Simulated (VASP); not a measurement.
Input of a VASP 6.6.1 run:

File INCAR:

```
PREC = Accurate
ENCUT = 520
EDIFF = 1E-6
ISMEAR = 0
SIGMA = 0.1
LREAL = False
LASPH = True
NELM = 80
ALGO = Normal
ISIF = 2
LWAVE = False
LCHARG = True
GGA = PE
LELF = True
LVHAR = True
NBANDS = 66
```

The input KPOINTS:

```
regular mesh
0
Gamma
  2 2 2
```

File POSCAR:

```
CdSe
1.0
    7.6087949352      0.0027175352     -0.0060211324
    0.0026111552      7.6241905333      0.0202802101
   -0.0058784374      0.0196575058      7.6221957366
Cd Se
6 6
Direct
    0.5001030072      0.0003939969      0.7499026429
    0.7499737212      0.5009761454      0.0006799911
    0.0006736188      0.7500974443      0.5024089614
    0.5000101336     -0.0006252709      0.2495600755
    0.2499084077      0.4986009380     -0.0001210784
   -0.0004476648      0.2502141293      0.4981198542
   -0.0005040724      0.4973177610      0.7498282502
    0.7498614728     -0.0000624316      0.5000849674
    0.4986816032      0.7500128576      0.0004971684
    0.0005289361      0.5029062946      0.2503625727
    0.2499981157      0.0002434186      0.4995095660
    0.5012127209      0.2499247169     -0.0008329715
```

Potentials or basis: VASP PAW PBE potentials, release 64 (Cd, Se).

The run is started by

```console
$ cat potpaw_PBE.64/Cd/POTCAR potpaw_PBE.64/Se/POTCAR > POTCAR
$ mpirun -np 1 vasp_std > vasp.out
```

(1) What does it give for the band gap on the k mesh?

(2) Estimate the pressure.

## Answers

(1) 0.61 eV, direct.

(2) 0.2 GPa.
